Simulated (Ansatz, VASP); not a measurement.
## One calculation of LaRu2, two programs

```
La Ru
1.0
     0.00000    3.77180    3.77180
     3.77180    0.00000    3.77180
     3.77180    3.77180    0.00000
La Ru
2 4
Cartesian
  0.0000 0.0000 0.0000
  1.8859 1.8859 1.8859
  4.7147 4.7147 4.7147
  4.7147 2.8288 2.8288
  2.8288 2.8288 4.7147
  2.8288 4.7147 2.8288
```

Alike in both runs: task single point; functional LDA; k mesh 7 × 7 × 7; occupations fermi-dirac, width 0.05 eV; no spin polarisation.

|  | VASP | Ansatz |
| --- | --- | --- |
| version | VASP 6.6.1 | Ansatz 0.2.0 |
| potentials or method | VASP PAW LDA potentials, release 64 (La, Ru_pv), cutoff 520 eV | all-electron LAPW, scalar-relativistic |

Ansatz gave:

| Property | Result |
| --- | --- |
| pressure (GPa) | 0.1 |

Task: What did VASP give for the same quantities?

Result: Pressure (GPa): 0.2.

LDA's correlation is that of Perdew and Zunger in VASP and of Perdew and Wang (1992) in Ansatz. Ansatz ran all-electron here, and VASP with PAW potentials.

Neither program's run includes spin-orbit coupling.
